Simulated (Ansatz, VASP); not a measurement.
# Two plane-wave programs on Ca3B5

```xyz
8
Lattice="3.7880 0.0000 0.0000 -1.8940 3.2805 0.0000 0.0000 0.0000 10.2770" Properties=species:S:1:pos:R:3 pbc="T T T"
Ca    0.0000    0.0000    7.1026
Ca    0.0000    0.0000    3.1744
Ca    0.0000    0.0000    0.0000
B     0.0000    2.1870    0.0000
B     1.8940    1.0935    0.0000
B     1.8940    0.0000    5.1385
B    -0.9470    1.6402    5.1385
B     0.9470    1.6402    5.1385
```

Alike in both runs: functional PBE; k mesh 6 × 6 × 4; occupations gaussian, width 0.1 eV; no spin polarisation.

Ansatz relaxed the structure, and its values are those at the end. VASP's run is a single point on that final structure, the one shown.

|  | VASP | Ansatz |
| --- | --- | --- |
| version | VASP 6.6.1 | Ansatz 0.2.0 |
| potentials or method | VASP PAW PBE potentials, release 64 (Ca_sv, B), cutoff 520 eV | scalar-relativistic, plane waves, PAW |
| valence electrons in the cell | 45 | 45 |

Ansatz gave:

| Property | Result |
| --- | --- |
| gap on the k mesh at the Fermi level (eV) | none |
| pressure (GPa) | 0.0 |
| rms of the force components (eV/Å) | 0.005 |

Question: Estimate VASP's values.

Answer: gap on the k mesh at the Fermi level (eV): none; pressure (GPa): 0.2; rms of the force components (eV/Å): 0.013.

A gap of «none» marks a metal or a gap that the smearing closes. The functional is the same, so the differences come from potentials, cutoffs and numerics.
